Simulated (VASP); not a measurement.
A run of VASP 6.6.1:

The input POSCAR:

```
Nb
1.0
   -1.6965847559      1.6965847559      1.6965847559
    1.6965847559     -1.6965847559      1.6965847559
    1.6965847559      1.6965847559     -1.6965847559
Nb
1
Direct
    0.0000000000      0.0000000000      0.0000000000
```

INCAR.step1

```
PREC = Accurate
ENCUT = 400
EDIFF = 1E-5
ISMEAR = -1
SIGMA = 0.05
LREAL = False
LASPH = True
NELM = 120
ALGO = Normal
ISIF = 2
LWAVE = True
LCHARG = False
NBANDS = 12
GGA = PE
GGA_COMPAT = False
```

The input INCAR.step2:

```
PREC = Accurate
ENCUT = 400
EDIFF = 1E-6
ISMEAR = -1
SIGMA = 0.05
LREAL = False
LASPH = True
NELM = 120
ALGO = Normal
ISIF = 2
LWAVE = False
LCHARG = False
GGA = PE
LHFCALC = True
HFSCREEN = 0.2079
PRECFOCK = Normal
NBANDS = 12
ISTART = 1
GGA_COMPAT = False
```

The input KPOINTS:

```
regular mesh
0
Gamma
  6 6 6
```

Potentials or basis: VASP PAW PBE potentials, release 64 (Nb_sv).

Run with:

```sh
$ cat potpaw_PBE.64/Nb_sv/POTCAR > POTCAR
$ cp INCAR.step1 INCAR
$ mpirun -np 1 vasp_std > vasp.out
$ cp INCAR.step2 INCAR
$ mpirun -np 1 vasp_std > vasp.out
```

Hardware: 1 thread of Intel Xeon 8259CL, on a shared host.

**Question.** How long does it take, and how much memory?

**Answer.** It took 13 min on 1 thread of Intel Xeon 8259CL (shared host), peak memory 0.23 GiB. Counts: k points 16.
